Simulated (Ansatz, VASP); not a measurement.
**HfC in VASP and in Ansatz**

```
Hf C
1.0
     3.26579    0.00000    0.00000
    -1.63290    2.82826    0.00000
     0.00000    0.00000    5.76631
Hf C
2 2
Cartesian
  0.0000 0.0000 0.0000
  0.0000 0.0000 2.8832
  0.0000 1.8855 1.4416
  1.6329 0.9428 4.3247
```

Alike in both runs: task single point; functional r2SCAN; k mesh 12 × 12 × 6; occupations gaussian, width 0.05 eV; no spin polarisation.

|  | VASP | Ansatz |
| --- | --- | --- |
| version | VASP 6.6.1 | Ansatz 0.2.0 |
| potentials or method | VASP PAW PBE potentials, release 64 (Hf_pv, C), cutoff 520 eV | scalar-relativistic, plane waves, PAW |
| valence electrons in the cell | 28 | 60 |

|  | VASP | Ansatz | Ansatz less VASP |
| --- | --- | --- | --- |
| gap on the k mesh at the Fermi level (eV) | none | none | - |
| pressure (GPa) | -3.0 | -1.9 | +1.10 |
| traceless stress, the component that is largest in VASP (GPa) | -2.01 | -1.65 | +0.363 |

VASP's potentials were made for PBE, not for r2SCAN. A gap of «none» marks a metal or a gap that the smearing closes. VASP's potentials hold 28 valence electrons a cell and Ansatz's 60, so a difference there can come from the potentials and not from the codes.

Neither program's run includes spin-orbit coupling.
